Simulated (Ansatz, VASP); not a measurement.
# TaC in VASP and in Ansatz

```xyz
2
Lattice="0.0000 2.1919 2.1919 2.1919 0.0000 2.1919 2.1919 2.1919 0.0000" Properties=species:S:1:pos:R:3 pbc="T T T"
Ta    0.0000    0.0000    0.0000
C     2.1919    2.1919    2.1919
```

Alike in both runs: task single point; functional PBE; k mesh 16 × 16 × 16; occupations gaussian, width 0.1 eV; no spin polarisation.

```csv
,VASP,Ansatz
version,VASP 6.6.1,Ansatz 0.2.0
potentials or method,"VASP PAW PBE potentials, release 64 (Ta_pv, C), cutoff 600 eV","scalar-relativistic, plane waves, PAW"
valence electrons in the cell,15,17
```

VASP gave:

```
gap on the k mesh at the Fermi level (eV) : none
pressure (GPa)                            : 23.7
```

Problem. Which values does Ansatz return?

Solution. gap on the k mesh at the Fermi level (eV): none; pressure (GPa): 22.9.

A gap of «none» marks a metal or a gap that the smearing closes. VASP's potentials hold 15 valence electrons a cell and Ansatz's 17, so a difference there can come from the potentials and not from the codes.

Spin-orbit coupling is off throughout.
